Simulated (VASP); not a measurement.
# SiC (F-43m) in VASP: band structure with HSE06

Aim: the band structure of SiC with HSE06.

Program: VASP 6.6.1. These are calculated values, not measurements. Logs are shortened: lines on timing, memory, paths and dates and some standing lists are left out, and cuts for length are marked.

### 1 The cell of the first run

It takes space group F-43m (No. 216, cubic). Conventional cell: a = 4.358 Å, b = 4.358 Å, c = 4.358 Å, α = 90.00°, β = 90.00°, γ = 90.00°. Within 2.5 Å of Si (site symmetry -43m) lie 4 C at 1.89 Å. Within 2.5 Å of C (site symmetry -43m) lie 4 Si at 1.89 Å.

### 2 Band structure, HSE06

POSCAR reads:

```
SiC
1.0
    0.0000000000      2.1790000000      2.1790000000
    2.1790000000      0.0000000000      2.1790000000
    2.1790000000      2.1790000000      0.0000000000
Si C
1 1
Direct
    0.0000000000      0.0000000000      0.0000000000
    0.7500000000      0.7500000000      0.7500000000
```

INCAR.step1 reads:

```
SYSTEM = SiC
  ALGO = Normal
  EDIFF = 1E-6
  EFERMI = MIDGAP
  ENCUT = 460
  GGA = PE
  GGA_COMPAT = .False.
  ISMEAR = 0
  KPAR = 2
  LASPH = .True.
  LCHARG = .False.
  LREAL = .False.
  LWAVE = .True.
  NBANDS = 16
  NELM = 120
  PREC = Accurate
  SIGMA = 0.03
```

INCAR.step2 reads:

```
SYSTEM = SiC
  ALGO = Normal
  EDIFF = 1E-6
  EFERMI = MIDGAP
  ENCUT = 460
  GGA = PE
  GGA_COMPAT = .False.
  HFSCREEN = 0.2
  ISMEAR = 0
  ISTART = 1
  KPAR = 2
  LASPH = .True.
  LCHARG = .False.
  LHFCALC = .True.
  LREAL = .False.
  LWAVE = .False.
  NBANDS = 16
  NELM = 120
  PREC = Accurate
  PRECFOCK = Fast
  SIGMA = 0.03
```

KPOINTS reads:

```
Automatic mesh
0
Gamma
  6 6 6
  0 0 0
```

KPOINTS_OPT reads:

```
path GXWKGLUWLK,UX
6
line-mode
reciprocal
 0.0000000000  0.0000000000  0.0000000000  G
 0.5000000000  0.0000000000  0.5000000000  X

 0.5000000000  0.0000000000  0.5000000000  X
 0.5000000000  0.2500000000  0.7500000000  W

 0.5000000000  0.2500000000  0.7500000000  W
 0.3750000000  0.3750000000  0.7500000000  K

 0.3750000000  0.3750000000  0.7500000000  K
 0.0000000000  0.0000000000  0.0000000000  G

 0.0000000000  0.0000000000  0.0000000000  G
 0.5000000000  0.5000000000  0.5000000000  L

 0.5000000000  0.5000000000  0.5000000000  L
 0.6250000000  0.2500000000  0.6250000000  U

 0.6250000000  0.2500000000  0.6250000000  U
 0.5000000000  0.2500000000  0.7500000000  W

 0.5000000000  0.2500000000  0.7500000000  W
 0.5000000000  0.5000000000  0.5000000000  L

 0.5000000000  0.5000000000  0.5000000000  L
 0.3750000000  0.3750000000  0.7500000000  K

 0.6250000000  0.2500000000  0.6250000000  U
 0.5000000000  0.0000000000  0.5000000000  X
```

Potentials or basis: VASP PAW PBE potentials, release 64 (Si, C).

Started as:

```bash
> cat potpaw_PBE.64/Si/POTCAR potpaw_PBE.64/C/POTCAR > POTCAR
> cp INCAR.step1 INCAR
> mpirun -np 2 vasp_std > vasp.out
> cp INCAR.step2 INCAR
> mpirun -np 2 vasp_std > vasp.out
```

OUTCAR:

```text
SYSTEM = SiC
   EDIFF = 1E-6
   EFERMI = MIDGAP
   ENCUT = 460
   GGA = PE
   HFSCREEN = 0.2
   ISMEAR = 0
   ISTART = 1
   LASPH = .True.
   LHFCALC = .True.
   LREAL = .False.
   NELM = 120
   PREC = Accurate
   PRECFOCK = Fast

 Found     16 irreducible k-points:

 Following reciprocal coordinates:
            Coordinates               Weight
  0.000000  0.000000  0.000000      1.000000
  0.166667  0.000000  0.000000      8.000000
  0.333333  0.000000  0.000000      8.000000
  0.500000  0.000000  0.000000      4.000000
  0.166667  0.166667  0.000000      6.000000
  0.333333  0.166667  0.000000     24.000000
   k-points           NKPTS =     16   k-points in BZ     NKDIM =    216   number of bands    NBANDS=     16
   number of dos      NEDOS =    301   number of ions     NIONS =      2
   total plane-waves  NPLWV =  13824
   dimension x,y,z NGX =    24 NGY =   24 NGZ =   24
   dimension x,y,z NGXF=    48 NGYF=   48 NGZF=   48
   ions per type =               1   1
   NGX,Y,Z   is equivalent  to a cutoff of  12.95, 12.95, 12.95 a.u.
   NGXF,Y,Z  is equivalent  to a cutoff of  25.90, 25.90, 25.90 a.u.
 SYSTEM =  SiC
   PREC   = accura    normal or accurate (medium, high low for compatibility)
   ISTART =      1    job   : 0-new  1-cont  2-samecut
   ICHARG =      0    charge: 1-file 2-atom 10-const
   ISPIN  =      1    spin polarized calculation?
   LNONCOLLINEAR =      F non collinear calculations
   LSORBIT =      F    spin-orbit coupling
   LASPH  =      T    aspherical Exc in radial PAW
   ENCUT  =  460.0 eV  33.81 Ry    5.81 a.u.   5.39  5.39  5.39*2*pi/ulx,y,z
   NELM   =    120;   NELMIN=  2; NELMDL=  0     # of ELM steps
   EDIFF  = 0.1E-05   stopping-criterion for ELM
   LREAL  =      F    real-space projection
   EDIFFG = 0.1E-04   stopping-criterion for IOM
   NSW    =      0    number of steps for IOM
   IBRION =     -1    ionic relax: 0-MD 1-quasi-New 2-CG
   NFREE  =      0    steps in history (QN), initial steepest desc. (CG)
   ISIF   =      0    stress and relaxation
   ISYM   =      3    0-nonsym 1-usesym 2-fastsym
   POTIM  = 0.5000    time-step for ionic-motion
   TEBEG  =    0.0;   TEEND  =   0.0 temperature during run

   SCALEE = 1.0000    scale energy and forces
   PSTRESS=    0.0 pullay stress
   NELECT =       8.0000    total number of electrons
   NUPDOWN=      -1.0000    fix difference up-down
   EMIN   =  10.00;   EMAX   =-10.00  energy-range for DOS
   EFERMI =   0.00;   METHOD = MIDGAP
   ISMEAR =     0;   SIGMA  =   0.03  broadening in eV -4-tet -1-fermi 0-gaus
   EFERMI_NEDOS =   21; number of points for ismear=-14 and -15
   IALGO  =     38    algorithm
   IMIX   =      1    mixing-type and parameters
     AMIX     =   0.40;   BMIX     =  1.00
     AMIX_MAG =   1.60;   BMIX_MAG =  1.00
  volume/ion in A,a.u.               =      10.35        69.82
  Fermi-wavevector in a.u.,A,eV,Ry     =   1.192626  2.253736 19.352338  1.422357
  Thomas-Fermi vector in A             =   2.328660
   LORBIT       =      0    0 simple, 1 ext, 2 COOP (PROOUT), +10 PAW based schemes
   GGA     = PE    functional components
   LHFCALC =     T    Hartree Fock is set to
   PRECFOCK=fast      Normal, Fast or Accurate (Low or Medium for compatibility)
   ENCUT4O =  -1.0   cutoff for four orbital integrals eV
   NKREDX  =     1    reduce k-point grid by
   NKREDY  =     1    reduce k-point grid by
   NKREDZ  =     1    reduce k-point grid by
   AEXX    =    0.2500 exact exchange contribution
   HFSCREEN=    0.2000 screening length (either q_TF or 0.3 A-1)
   HFSCREENC=   0.2000 screening length for correlation (either q_TF or 0.3 A-1)
   ENCUTFOCK=  -1.0 apply spherical cutoff to Coloumb kernel
   IVDW    =     0    specifies the selected vdW correction
   LEPSILON=     F    determine dielectric tensor
   LRPA    =     F    only Hartree local field effects (RPA)

   CSHIFT  =0.1000    complex shift for real part using Kramers Kronig

   OMEGAMAX=  -1.0    maximum frequency
 non-spin polarized calculation
 Gauss-broadening in eV      SIGMA  =   0.03
  energy-cutoff  :      460.00
  volume of cell :       20.69
 maximum number of plane-waves:       475
 NGX is ok and might be reduce to    24
  NGX = 14; NGY = 14; NGZ = 14

 number of electron       8.0000001 magnetization

 Free energy of the ion-electron system (eV)
  ---------------------------------------------------
  ext. energy  EPLUGINS =         0.00000000
  ---------------------------------------------------
  free energy    TOTEN  =       -17.45500579 eV

  energy without entropy =      -17.45500579  energy(sigma->0) =      -17.45500579

  exchange ACFDT corr.  =         0.00000000  see jH, gK, PRB 81, 115126

 E-fermi :   8.6088     XC(G=0):  -9.3429

 val. band max:        7.4830119155   @ k =   0.0000   0.0000   0.0000
 cond. band min:       9.7345699875   @ k =   0.5000   0.5000   0.0000
 fundamental gap:      2.2515580720
 Fermi energy:         8.6087909515

 k-point     1 :       0.0000    0.0000    0.0000
  band No.  band energies     occupation
      1      -9.5088      2.00000
      2       7.4830      2.00000
      3       7.4830      2.00000
      4       7.4830      2.00000
      5      15.0409      0.00000
      6      16.0900      0.00000
[... 8 lines left out ...]
     15      32.5100      0.00000
     16      43.7530      0.00000

 k-point     2 :       0.1667    0.0000    0.0000
  band No.  band energies     occupation
      1      -8.9228      2.00000
      2       4.8992      2.00000
      3       7.1239      2.00000
      4       7.1239      2.00000
      5      15.1003      0.00000
      6      16.6583      0.00000
[... 8 lines left out ...]
     15      35.3425      0.00000
     16      41.5793      0.00000

 k-point     3 :       0.3333    0.0000    0.0000
  band No.  band energies     occupation
      1      -7.2662      2.00000
      2       0.7007      2.00000
      3       6.5564      2.00000
      4       6.5564      2.00000
      5      14.4029      0.00000
      6      16.4395      0.00000
[... 8 lines left out ...]
     15      37.7339      0.00000
     16      39.1994      0.00000

 k-point     4 :       0.5000    0.0000    0.0000
  band No.  band energies     occupation
      1      -5.6580      2.00000
      2      -1.8734      2.00000
      3       6.3240      2.00000
      4       6.3240      2.00000
      5      14.1398      0.00000
      6      15.9813      0.00000
[... 8 lines left out ...]
     15      41.9261      0.00000
     16      42.4328      0.00000

 k-point     5 :       0.1667    0.1667    0.0000
  band No.  band energies     occupation
      1      -8.7268      2.00000
      2       5.5287      2.00000
      3       6.2749      2.00000
      4       6.2749      2.00000
      5      14.1965      0.00000
      6      16.2051      0.00000
[... 8 lines left out ...]
     15      36.6555      0.00000
     16      40.7168      0.00000

 k-point     6 :       0.3333    0.1667    0.0000
  band No.  band energies     occupation
      1      -7.4151      2.00000
      2       2.2381      2.00000
      3       5.5328      2.00000
      4       5.5755      2.00000
      5      13.5344      0.00000
      6      16.3918      0.00000
[... 8 lines left out ...]
     15      36.4576      0.00000
     16      36.7668      0.00000

 [... further k-points ...]

------------------------ aborting loop because EDIFF is reached ----------------------------------------

 VOLUME and BASIS-vectors are now :
 -----------------------------------------------------------------------------
  energy-cutoff  :      460.00
  volume of cell :       20.69
      direct lattice vectors                 reciprocal lattice vectors
     0.000000000  2.179000000  2.179000000    -0.229463056  0.229463056  0.229463056
     2.179000000  0.000000000  2.179000000     0.229463056 -0.229463056  0.229463056
     2.179000000  2.179000000  0.000000000     0.229463056  0.229463056 -0.229463056

 POSITION                                       TOTAL-FORCE (eV/Angst)
 -----------------------------------------------------------------------------------
      0.00000      0.00000      0.00000        -0.000000     -0.000000     -0.000000
      3.26850      3.26850      3.26850         0.000000      0.000000      0.000000
 -----------------------------------------------------------------------------------
    total drift:                               -0.000041      0.000004     -0.000010

  FREE ENERGIE OF THE ION-ELECTRON SYSTEM (eV)
  ---------------------------------------------------
  free  energy   TOTEN  =       -17.4550057904 eV

  energy  without entropy=      -17.4550057904  energy(sigma->0) =      -17.45500579
```

OSZICAR.step1:

```text
N       E                     dE             d eps       ncg     rms          rms(c)
DAV:   1     0.417077151621E+01    0.41708E+01   -0.33676E+03   520   0.371E+02
DAV:   2    -0.164545481105E+02   -0.20625E+02   -0.19969E+02   680   0.932E+01
DAV:   3    -0.169086226432E+02   -0.45407E+00   -0.45379E+00   624   0.107E+01
DAV:   4    -0.169096169415E+02   -0.99430E-03   -0.99428E-03   672   0.645E-01
DAV:   5    -0.169096196801E+02   -0.27385E-05   -0.27386E-05   616   0.302E-02    0.882E+00
DAV:   6    -0.151042189659E+02    0.18054E+01   -0.52609E+00   648   0.781E+00    0.379E+00
DAV:   7    -0.150564724624E+02    0.47747E-01   -0.41188E-01   688   0.275E+00    0.185E+00
DAV:   8    -0.150490844374E+02    0.73880E-02   -0.20305E-02   616   0.705E-01    0.162E-01
DAV:   9    -0.150488068274E+02    0.27761E-03   -0.23954E-03   600   0.194E-01    0.998E-02
DAV:  10    -0.150489179281E+02   -0.11110E-03   -0.22028E-04   624   0.728E-02    0.291E-02
DAV:  11    -0.150489222480E+02   -0.43199E-05   -0.28895E-05   656   0.225E-02    0.661E-03
DAV:  12    -0.150489227134E+02   -0.46548E-06   -0.24531E-06   616   0.644E-03
   1 F= -.15048923E+02 E0= -.15048923E+02  d E =0.000000E+00
```

Wall time 6.2 min (2 MPI ranks of Intel Xeon Platinum 8259CL at 2.50GHz (Skylake/Cascade Lake), shared host); peak memory 0.24 GiB.

Results:

| Item | Value |
| --- | --- |
| Free energy | -17.4550 eV |
| Band gap on the k mesh | 2.25 eV (least direct gap 5.75 eV) |
| Band gap along the path | 2.25 eV (least direct gap 5.75 eV) |

Levels at the corners of the path, in eV from the valence-band top:
```csv
point,band 2,band 3,band 4,band 5,band 6,band 7
Γ,0.00,0.00,0.00,7.56,8.61,8.61
X,-8.54,-3.50,-3.50,2.25,5.39,15.96
X,-8.54,-3.50,-3.50,2.25,5.39,15.96
W,-7.69,-5.45,-5.06,6.36,10.93,11.06
W,-7.69,-5.45,-5.06,6.36,10.93,11.06
K,-7.96,-6.03,-2.85,4.11,9.10,13.55
K,-7.96,-6.03,-2.85,4.11,9.10,13.55
Γ,0.00,0.00,0.00,7.56,8.61,8.61
Γ,0.00,0.00,0.00,7.56,8.61,8.61
L,-9.36,-1.16,-1.16,6.66,8.50,8.50
L,-9.36,-1.16,-1.16,6.66,8.50,8.50
U,-7.96,-6.03,-2.85,4.11,9.10,13.55
U,-7.96,-6.03,-2.85,4.11,9.10,13.55
W,-7.69,-5.45,-5.06,6.36,10.93,11.06
W,-7.69,-5.45,-5.06,6.36,10.93,11.06
L,-9.36,-1.16,-1.16,6.66,8.50,8.50
L,-9.36,-1.16,-1.16,6.66,8.50,8.50
K,-7.96,-6.03,-2.85,4.11,9.10,13.55
U,-7.96,-6.03,-2.85,4.11,9.10,13.55
X,-8.54,-3.50,-3.50,2.25,5.39,15.96
```
